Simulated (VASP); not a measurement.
SnSe2 (base):

```
Sn Se
1.0
     3.81100    0.00000    0.00000
    -1.90550    3.30042    0.00000
     0.00000    0.00000    6.13600
Sn Se
1 2
Direct
  0.00000 0.00000 0.00000
  0.33333 0.66667 0.24900
  0.66667 0.33333 0.75100
```

* Program: VASP 6.6.1
* Task: relaxation of cell and atoms
* Functional: PBE
* Dispersion: D3(BJ)
* Potentials or basis: VASP PAW PBE potentials, release 64 (Sn_d, Se)
* Cutoff: 600 eV
* k mesh: 6 × 6 × 4
* Occupations: gaussian, width 0.1 eV
* Spin: no spin polarisation

At the start: pressure 3.4 GPa; volume 25.73 Å³/atom.

Problem. Where does the relaxation end?

Solution. Over 10 steps the energy falls by 22.2 meV/atom and the volume is 25.63 Å³/atom (-0.4 %); space group P-3m1 (No. 164, to 0.05 Å).

Step by step:
```tsv
step	energy change (eV)	largest force (eV/Å)	pressure (GPa)	volume (Å³)
1	0.0000	0.8083	3.35	77.18
2	-0.0190	0.2947	-2.87	83.34
3	-0.0515	0.1591	-0.40	80.51
4	-0.0515	0.1708	-0.34	80.44
5	-0.0550	0.1264	-0.21	79.93
6	-0.0570	0.0564	0.00	79.16
7	-0.0592	0.0435	-0.02	78.85
8	-0.0643	0.0063	-0.08	77.93
9	-0.0656	0.0669	0.01	76.07
10	-0.0667	0.0298	-0.05	76.88
```

Final structure:
```cif
data_structure
_symmetry_space_group_name_H-M 'P 1'
_symmetry_Int_Tables_number 1
_cell_length_a 3.8399
_cell_length_b 3.8399
_cell_length_c 6.0209
_cell_angle_alpha 90.000
_cell_angle_beta 90.000
_cell_angle_gamma 120.000
_cell_volume 76.88
loop_
_atom_site_label
_atom_site_type_symbol
_atom_site_fract_x
_atom_site_fract_y
_atom_site_fract_z
_atom_site_occupancy
Sn1 Sn 0.00000 0.00000 0.00000 1
Se1 Se 0.33333 0.66667 0.26528 1
Se2 Se 0.66667 0.33333 0.73472 1
```

Caveat: the relaxation stopped at a loose force limit of 0.05 eV/Å, so its end isn't a converged minimum.
